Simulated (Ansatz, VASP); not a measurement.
## Hg2H in VASP and in Ansatz

```
CELL_PARAMETERS angstrom
0.00000 4.58391 4.58391
4.58391 0.00000 4.58391
4.58391 4.58391 0.00000
ATOMIC_POSITIONS crystal
Hg 0.86909 0.39273 0.86909
Hg 0.86909 0.86909 0.86909
Hg 0.39273 0.86909 0.86909
Hg 0.86909 0.86909 0.39273
H 0.00000 0.00000 0.00000
H 0.25000 0.25000 0.25000
```

Alike in both runs: functional PBE; k mesh 8 × 8 × 8; occupations gaussian, width 0.1 eV; no spin polarisation.

Ansatz relaxed the structure, and its values are those at the end. VASP's run is a single point on that final structure, the one shown.

```csv
,VASP,Ansatz
version,VASP 6.6.1,Ansatz 0.2.0
potentials or method,"VASP PAW PBE potentials, release 64 (Hg, H), cutoff 520 eV","scalar-relativistic, plane waves, PAW"
valence electrons in the cell,50,82
```

```csv
,VASP,Ansatz,Ansatz less VASP
gap on the k mesh at the Fermi level (eV),none,none,-
pressure (GPa),0.1,0.0,-0.08
rms of the force components (eV/Å),0.007,0.002,-0.0045
```

A gap of «none» marks a metal or a gap that the smearing closes. VASP's potentials hold 50 valence electrons a cell and Ansatz's 82, so a difference there can come from the potentials and not from the codes.

Neither program's run includes spin-orbit coupling.
